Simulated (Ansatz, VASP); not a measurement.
## One calculation of GaP, two programs

```xyz
2
Lattice="0.0000 2.7252 2.7252 2.7252 0.0000 2.7252 2.7252 2.7252 0.0000" Properties=species:S:1:pos:R:3 pbc="T T T"
Ga    0.0000    0.0000    0.0000
P     4.0879    4.0879    4.0879
```

Alike in both runs: functional PBE; k mesh 6 × 6 × 6; occupations fermi-dirac, width 0.05 eV; non-collinear spin, spin-orbit coupling.

|  | VASP | Ansatz |
| --- | --- | --- |
| version | VASP 6.6.1 | Ansatz 0.2.0 |
| potentials or method | VASP PAW PBE potentials, release 64 (Ga_d, P), cutoff 520 eV | all-electron LAPW, relativistic spinors |
| task | single point | band structure |

```csv
,VASP,Ansatz,Ansatz less VASP
pressure (GPa),2.5,2.5,-0.02
net moment per atom (μB),0.00,0.00,0.000
```

Ansatz ran all-electron here, and VASP with PAW potentials.
